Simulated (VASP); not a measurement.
# HoO3 (P4/mmm) in VASP: notebook

Runs on HoO3. Level: PBE. Tasks: single point, relaxation of cell and atoms.

Program: VASP 6.6.1. These are calculated values, not measurements. Logs are shortened: lines on timing, memory, paths and dates and some standing lists are left out, and cuts for length are marked.

**1. The cell of the first run**

It takes space group P4/mmm (No. 123, tetragonal). The conventional cell has a = 3.415 Å, b = 3.415 Å, c = 4.329 Å, α = 90.00°, β = 90.00°, γ = 90.00°. Within 2.9 Å of Ho (site symmetry 4/mmm) lie 10 O at 2.16 to 2.53 Å. Within 2.0 Å of O (site symmetry 4mm) lie 1 O at 1.49 Å. Within 2.9 Å of O (site symmetry 4/mmm) lie 2 Ho at 2.16 Å and 8 O at 2.80 Å.

The cell was generated, and may not be a known phase.

**2. Single point, PBE**

Contents of INCAR:

```
PREC = Accurate
ENCUT = 600
EDIFF = 1E-6
ISMEAR = 0
SIGMA = 0.1
LREAL = F
LASPH = T
NELM = 200
ALGO = Normal
ISIF = 2
LWAVE = F
LCHARG = F
GGA = PE
NBANDS = 22
GGA_COMPAT = F
LMAXMIX = 6
```

Contents of KPOINTS:

```
Automatic mesh
0
Gamma
  6 6 4
```

Contents of POSCAR:

```
HoO3
1.0
    3.4151285046      0.0000000000      0.0000000000
    0.0000000000      3.4151285046      0.0000000000
    0.0000000000      0.0000000000      4.3293413114
Ho O
1 3
Direct
    0.0000000000      0.0000000000      0.0000000000
    0.5000000000      0.5000000000      0.8284636639
    0.0000000000      0.0000000000      0.5000000000
    0.5000000000      0.5000000000      0.1715363361
```

Potentials or basis: VASP PAW PBE potentials, release 64 (Ho_3, O), 4f in core.

Run with:

```bash
$ cat potpaw_PBE.64/Ho_3/POTCAR potpaw_PBE.64/O/POTCAR > POTCAR
$ mpirun -np 1 vasp_std > vasp.out
```

OUTCAR:

```text
PREC = Accurate
   ENCUT = 600
   EDIFF = 1E-6
   ISMEAR = 0
   LREAL = F
   LASPH = T
   NELM = 200
   ISIF = 2
   GGA = PE

 ion  position               nearest neighbor table
   1  0.000  0.000  0.000-   3 2.16   3 2.16   4 2.53   2 2.53   2 2.53   4 2.53   2 2.53   4 2.53
                             2 2.53   4 2.53
   2  0.500  0.500  0.828-   4 1.49   1 2.53   1 2.53   1 2.53   1 2.53
   3  0.000  0.000  0.500-   1 2.16   1 2.16
   4  0.500  0.500  0.172-   2 1.49   1 2.53   1 2.53   1 2.53   1 2.53

  LATTYP: Found a simple tetragonal cell.
 ALAT       =     3.4151285046
 C/A-ratio  =     1.2676949947

  Lattice vectors:

 A1 = (   3.4151285046,   0.0000000000,   0.0000000000)
 A2 = (   0.0000000000,   3.4151285046,   0.0000000000)
 A3 = (   0.0000000000,   0.0000000000,   4.3293413114)

Analysis of symmetry for initial positions (statically):
=====================================================================
 Subroutine PRICEL returns:
 Original cell was already a primitive cell.

 Routine SETGRP: Setting up the symmetry group for a
 simple tetragonal supercell.

 Subroutine GETGRP returns: Found 16 space group operations
 (whereof 16 operations were pure point group operations)
 out of a pool of 16 trial point group operations.

The static configuration has the point symmetry D_4h.

Analysis of symmetry for dynamics (positions and initial velocities):
=====================================================================
 Subroutine PRICEL returns:
 Original cell was already a primitive cell.

 Routine SETGRP: Setting up the symmetry group for a
 simple tetragonal supercell.

 Subroutine GETGRP returns: Found 16 space group operations
 (whereof 16 operations were pure point group operations)
 out of a pool of 16 trial point group operations.

The dynamic configuration has the point symmetry D_4h.

 Subroutine INISYM returns: Found 16 space group operations
 (whereof 16 operations are pure point group operations),
 and found     1 'primitive' translations

----------------------------------------------------------------------------------------

                                     Primitive cell

  volume of cell :      50.4936

  direct lattice vectors                    reciprocal lattice vectors
     3.415128505  0.000000000  0.000000000     0.292814750  0.000000000  0.000000000
     0.000000000  3.415128505  0.000000000     0.000000000  0.292814750  0.000000000
     0.000000000  0.000000000  4.329341311     0.000000000  0.000000000  0.230982020

  length of vectors
     3.415128505  3.415128505  4.329341311     0.292814750  0.292814750  0.230982020

  position of ions in fractional coordinates (direct lattice)
     0.000000000  0.000000000  0.000000000
     0.500000000  0.500000000  0.828463664
     0.000000000  0.000000000  0.500000000
     0.500000000  0.500000000  0.171536336

  ion indices of the primitive-cell ions
   primitive index   ion index
                 1           1
                 2           2
                 3           3
                 4           4

----------------------------------------------------------------------------------------

 KPOINTS: Automatic mesh

Automatic generation of k-mesh.
 Grid dimensions read from file:
 generate k-points for:    6    6    4

 Generating k-lattice:

  Cartesian coordinates                     Fractional coordinates (reciprocal lattice)
     0.048802458  0.000000000  0.000000000     0.166666667  0.000000000  0.000000000
     0.000000000  0.048802458  0.000000000     0.000000000  0.166666667  0.000000000
     0.000000000  0.000000000  0.057745505     0.000000000  0.000000000  0.250000000

  Length of vectors
     0.048802458  0.048802458  0.057745505

  Shift w.r.t. Gamma in fractional coordinates (k-lattice)
     0.000000000  0.000000000  0.000000000

 Subroutine IBZKPT returns following result:
 ===========================================

 Found     30 irreducible k-points:

 Following reciprocal coordinates:
            Coordinates               Weight
  0.000000  0.000000  0.000000      1.000000
  0.166667  0.000000  0.000000      4.000000
  0.333333  0.000000  0.000000      4.000000
  0.500000  0.000000  0.000000      2.000000
  0.166667  0.166667  0.000000      4.000000
  0.333333  0.166667  0.000000      8.000000
[... 16 lines left out ...]
  0.333333  0.000000  0.500000      4.000000
  0.500000  0.000000  0.500000      2.000000
 [... further k-points ...]
   k-points           NKPTS =     30   k-points in BZ     NKDIM =     30   number of bands    NBANDS=     22
   number of dos      NEDOS =    301   number of ions     NIONS =      4
   total plane-waves  NPLWV =  28224
   dimension x,y,z NGX =    28 NGY =   28 NGZ =   36
   dimension x,y,z NGXF=    56 NGYF=   56 NGZF=   72
   ions per type =               1   3
   NGX,Y,Z   is equivalent  to a cutoff of  13.63, 13.63, 13.82 a.u.
   NGXF,Y,Z  is equivalent  to a cutoff of  27.26, 27.26, 27.65 a.u.
 SYSTEM =  unknown system
   PREC   = accura    normal or accurate (medium, high low for compatibility)
   ISTART =      0    job   : 0-new  1-cont  2-samecut
   ICHARG =      2    charge: 1-file 2-atom 10-const
   ISPIN  =      1    spin polarized calculation?
   LNONCOLLINEAR =      F non collinear calculations
   LSORBIT =      F    spin-orbit coupling
   LASPH  =      T    aspherical Exc in radial PAW
   ENCUT  =  600.0 eV  44.10 Ry    6.64 a.u.   6.82  6.82  8.65*2*pi/ulx,y,z
   NELM   =    200;   NELMIN=  2; NELMDL= -5     # of ELM steps
   EDIFF  = 0.1E-05   stopping-criterion for ELM
   LREAL  =      F    real-space projection
   EDIFFG = 0.1E-04   stopping-criterion for IOM
   NSW    =      0    number of steps for IOM
   IBRION =     -1    ionic relax: 0-MD 1-quasi-New 2-CG
   NFREE  =      0    steps in history (QN), initial steepest desc. (CG)
   ISIF   =      2    stress and relaxation
   ISYM   =      2    0-nonsym 1-usesym 2-fastsym
   POTIM  = 0.5000    time-step for ionic-motion
   TEBEG  =    0.0;   TEEND  =   0.0 temperature during run
   PSTRESS=    0.0 pullay stress
   NELECT =      27.0000    total number of electrons
   NUPDOWN=      -1.0000    fix difference up-down
   EMIN   =  10.00;   EMAX   =-10.00  energy-range for DOS
   EFERMI =   0.00;   METHOD = LEGACY
   ISMEAR =     0;   SIGMA  =   0.10  broadening in eV -4-tet -1-fermi 0-gaus
   EFERMI_NEDOS =   21; number of points for ismear=-14 and -15
   IALGO  =     38    algorithm
   IMIX   =      4    mixing-type and parameters
     AMIX     =   0.40;   BMIX     =  1.00
     AMIX_MAG =   1.60;   BMIX_MAG =  1.00
  volume/ion in A,a.u.               =      12.62        85.19
  Fermi-wavevector in a.u.,A,eV,Ry     =   1.328773  2.511017 24.022957  1.765638
  Thomas-Fermi vector in A             =   2.457985
   LORBIT       =      0    0 simple, 1 ext, 2 COOP (PROOUT), +10 PAW based schemes
   GGA     = PE    functional components
   LHFCALC =     F    Hartree Fock is set to
   AEXX    =    0.0000 exact exchange contribution
   IVDW    =     0    specifies the selected vdW correction
   LEPSILON=     F    determine dielectric tensor
   LRPA    =     F    only Hartree local field effects (RPA)
 non-spin polarized calculation
 Gauss-broadening in eV      SIGMA  =   0.10
  energy-cutoff  :      600.00
  volume of cell :       50.49
 maximum number of plane-waves:      1708
 NGX is ok and might be reduce to    28
   NGX = 13   NGY = 13   NGZ = 17

 number of electron      26.9999985 magnetization

 Free energy of the ion-electron system (eV)
  ---------------------------------------------------
  ext. energy  EPLUGINS =         0.00000000
  ---------------------------------------------------
  free energy    TOTEN  =       -25.44774414 eV

  energy without entropy =      -25.42151668  energy(sigma->0) =      -25.43463041

 E-fermi :   1.9199     XC(G=0): -10.6275

 val. band max:        1.8979459373   @ k =   0.3333   0.1667   0.2500
 cond. band min:       1.9253208556   @ k =   0.3333   0.3333   0.2500
 fundamental gap:      0.0273749183
 Fermi energy:         1.9199100841

 k-point     1 :       0.0000    0.0000    0.0000
  band No.  band energies     occupation
      1     -20.8247      2.00000
      2     -20.8247      2.00000
      3     -20.5532      2.00000
      4     -20.2676      2.00000
      5     -13.9789      2.00000
      6     -12.8922      2.00000
[... 14 lines left out ...]
     21      11.1031      0.00000
     22      15.2942      0.00000

 k-point     2 :       0.1667    0.0000    0.0000
  band No.  band energies     occupation
      1     -21.4330      2.00000
      2     -20.8038      2.00000
      3     -20.5288      2.00000
      4     -19.6634      2.00000
      5     -13.9560      2.00000
      6     -12.9249      2.00000
[... 14 lines left out ...]
     21      11.1270      0.00000
     22      15.5350      0.00000

 k-point     3 :       0.3333    0.0000    0.0000
  band No.  band energies     occupation
      1     -22.0372      2.00000
      2     -20.7615      2.00000
      3     -20.4792      2.00000
      4     -19.0612      2.00000
      5     -13.9111      2.00000
      6     -12.9917      2.00000
[... 14 lines left out ...]
     21      11.2112      0.00000
     22      15.3627      0.00000
[... 476 lines left out ...]
 k-point    23 :       0.3333    0.0000    0.5000
  band No.  band energies     occupation
      1     -22.0142      2.00000
      2     -20.8478      2.00000
      3     -20.7561      2.00000
      4     -19.0290      2.00000
      5     -13.3108      2.00000
      6     -12.6719      2.00000
[... 14 lines left out ...]
     21      13.6325      0.00000
     22      14.8297      0.00000

 k-point    24 :       0.5000    0.0000    0.5000
  band No.  band energies     occupation
      1     -22.2403      2.00000
      2     -20.8184      2.00000
      3     -20.7349      2.00000
      4     -18.8043      2.00000
      5     -13.3154      2.00000
      6     -12.6968      2.00000
[... 14 lines left out ...]
     21      12.3854      0.00000
     22      13.9267      0.00000

 [... further k-points ...]

------------------------ aborting loop because EDIFF is reached ----------------------------------------

  FORCE on cell =-STRESS in cart. coord.  units (eV):
  Direction    XX          YY          ZZ          XY          YZ          ZX
  --------------------------------------------------------------------------------------
  -------------------------------------------------------------------------------------
  Total       -0.0735920     -0.0735920      0.7225857      0.0000000      0.0000000      0.0000000
  in kB       -2.3350986     -2.3350986     22.9278853      0.0000000      0.0000000      0.0000000
  external PRESSURE =       6.0858960 kB  Pullay stress =       0.0000000 kB

 VOLUME and BASIS-vectors are now :
 -----------------------------------------------------------------------------
  energy-cutoff  :      600.00
  volume of cell :       50.49
      direct lattice vectors                 reciprocal lattice vectors
     3.415128505  0.000000000  0.000000000     0.292814750  0.000000000  0.000000000
     0.000000000  3.415128505  0.000000000     0.000000000  0.292814750  0.000000000
     0.000000000  0.000000000  4.329341311     0.000000000  0.000000000  0.230982020

 POSITION                                       TOTAL-FORCE (eV/Angst)
 -----------------------------------------------------------------------------------
      0.00000      0.00000      0.00000         0.000000      0.000000      0.000000
      1.70756      1.70756      3.58670         0.000000      0.000000     -0.228021
      0.00000      0.00000      2.16467         0.000000      0.000000      0.000000
      1.70756      1.70756      0.74264         0.000000     -0.000000      0.228021
 -----------------------------------------------------------------------------------
    total drift:                                0.000000      0.000000      0.000000

  FREE ENERGIE OF THE ION-ELECTRON SYSTEM (eV)
  ---------------------------------------------------
  free  energy   TOTEN  =       -25.4477441418 eV

  energy  without entropy=      -25.4215166824  energy(sigma->0) =      -25.43463041
```

Run time: 25 s. Hardware: 1 thread of Intel Xeon Platinum 8488C (Sapphire Rapids), shared host; peak memory 0.19 GiB.

What came out:

| Item | Value |
| --- | --- |
| Free energy | -25.4477 eV |
| Pressure | 0.6 GPa |
| Largest force | 0.228 eV/Å |
| Band gap on the k mesh | zero (an odd number of electrons rules out a gap without spin polarisation) |

Forces in eV/Å, atoms in the order of the input:
```
Ho   0.000  0.000  0.000
O    0.000  0.000 -0.228
O    0.000  0.000  0.000
O    0.000  0.000  0.228
```

Caveat: the k points lie up to 0.36 Å⁻¹ apart, too coarse for converged energies and pressures of a metal; spin-orbit coupling is left out, which moves the levels of the heavy elements; the 4f electrons are frozen in the core, so they carry no moment and show no levels; an odd number of electrons without spin polarisation forces a metal; a magnetic or distorted state may lie lower; the run has no spin polarisation, though such a crystal can be magnetic.

**3. Relaxation of cell and atoms, PBE**

This run uses another cell than the first one, of 16.65 Å³/atom.

Contents of INCAR:

```
PREC     = Accurate       # precision mode
ENCUT    = 600            # plane-wave cutoff, eV
EDIFF    = 1E-7           # SCF threshold, eV
ISMEAR   = 0              # smearing method
SIGMA    = 0.1            # smearing width, eV
LREAL    = F              # projectors in reciprocal space
LASPH    = T              # aspherical terms in the spheres
NELM     = 200            # most SCF steps
ALGO     = Normal         # electronic algorithm
ISIF     = 3              # what is computed and relaxed
LWAVE    = F              # write WAVECAR
LCHARG   = F              # write CHGCAR
GGA      = PE             # functional
IBRION   = 2              # ionic algorithm
NSW      = 90             # ionic steps
EDIFFG   = -0.04          # ionic threshold
GGA_COMPAT= F            
NELMIN   = 4            
LMAXMIX  = 6              # l up to which the mixer works
```

Contents of KPOINTS:

```
regular mesh
0
Gamma
  6 6 2
```

Contents of POSCAR:

```
HoO3
1.0
    2.9476618300      0.0000000000      0.0000000000
    0.0000000000      2.9476618300      0.0000000000
    0.0000000000      0.0000000000      7.6662390200
Ho O
1 3
Direct
    0.0000000000      0.0000000000      0.0000000000
    0.5000000000      0.5000000000      0.7648133600
    0.0000000000      0.0000000000      0.5000000000
    0.5000000000      0.5000000000      0.2351866400
```

Potentials or basis: VASP PAW PBE potentials, release 64 (Ho_3, O), 4f in core.

Run with:

```bash
$ cat potpaw_PBE.64/Ho_3/POTCAR potpaw_PBE.64/O/POTCAR > POTCAR
$ mpirun -np 1 vasp_std > vasp.out
```

Run time: 5 min. Hardware: 1 thread of Intel Xeon Platinum 8488C (Sapphire Rapids), shared host; peak memory 0.23 GiB.

It converged, with:

* Free energy: -25.3687 eV
* Relaxed volume: 12.55 Å³/atom
* Relaxed cell: a = 3.380 Å, b = 3.380 Å, c = 4.393 Å, α = 90.00°, β = 90.00°, γ = 90.00°
* Space group after relaxing (to 0.1 Å): P4/mmm (No. 123)
* Pressure after relaxing: 0.1 GPa
* Largest force after relaxing: 0.014 eV/Å
* Band gap on the k mesh: zero (an odd number of electrons rules out a gap without spin polarisation)

Forces in eV/Å, atoms in the order of the input:
```
Ho   0.000  0.000  0.000
O    0.000  0.000  0.014
O    0.000  0.000  0.000
O    0.000  0.000 -0.014
```

Stress tensor (GPa, compression positive):
```
0.13 0.00 0.00
0.00 0.13 0.00
0.00 0.00 0.03
```

Final structure:
```
CELL_PARAMETERS angstrom
3.38004 0.00000 0.00000
0.00000 3.38004 0.00000
0.00000 0.00000 4.39349
ATOMIC_POSITIONS crystal
Ho 0.00000 0.00000 0.00000
O 0.50000 0.50000 0.82933
O 0.00000 0.00000 0.50000
O 0.50000 0.50000 0.17067
```

Levels at points of the mesh, in eV from the Fermi level:
```
           k point  band 11  band 12  band 13  band 14  band 15  band 16  band 17
(0.00, 0.00, 0.00)    -1.51    -0.39    -0.06    -0.06     0.89     3.60     4.40
(0.50, 0.00, 0.00)    -1.10    -0.64    -0.07     0.00     4.34     4.63     4.70
(0.50, 0.50, 0.00)    -2.55    -0.68    -0.68    -0.23     4.39     5.68     6.70
(0.00, 0.00, 0.50)    -2.25    -2.25     0.33     0.33     0.99     2.98     3.74
(0.50, 0.00, 0.50)    -1.76    -1.61    -1.25    -0.54     3.36     4.76     6.34
(0.50, 0.50, 0.50)    -3.74    -2.77     0.27     0.27     3.19     5.71     7.73
```

Caveat: the k points lie up to 0.72 Å⁻¹ apart in the final cell, too coarse for converged energies and pressures of a metal; the volume moved by over 15 % at a fixed basis, so the end points are rough; spin-orbit coupling is left out, which moves the levels of the heavy elements; the 4f electrons are frozen in the core, so they carry no moment and show no levels; an odd number of electrons without spin polarisation forces a metal; a magnetic or distorted state may lie lower; the run has no spin polarisation, though such a crystal can be magnetic.

(Part 1 of 2 ends here.)

The gap in the log of VASP goes by the Fermi energy; the results here count the filled bands.